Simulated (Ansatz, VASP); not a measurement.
## One calculation of P, two programs

```
CELL_PARAMETERS angstrom
3.25406 0.00000 0.00000
-1.62703 2.81809 0.00000
0.00000 0.00000 19.99049
ATOMIC_POSITIONS crystal
P 0.33333 0.66667 0.28740
P 0.66667 0.33333 0.22511
P 0.33333 0.16667 0.51527
P 0.66667 0.83333 0.45298
```

Alike in both runs: task single point; functional PBE; dispersion D3(BJ); k mesh 9 × 9 × 1; occupations gaussian, width 0.05 eV; no spin polarisation.

```csv
,VASP,Ansatz
version,VASP 6.6.1,Ansatz 0.2.0
potentials or method,"VASP PAW PBE potentials, release 64 (P), cutoff 520 eV","scalar-relativistic, plane waves, PAW"
valence electrons in the cell,20,20
```

```tsv
	VASP	Ansatz	Ansatz less VASP
gap on the k mesh at the Fermi level (eV)	1.10	1.06	-0.039
least direct gap on the mesh (eV)	1.59	1.54	-0.041
rms of the force components (eV/Å)	0.096	0.056	-0.0402
```

Atom by atom the forces differ by 0.053 eV/Å (rms over components).
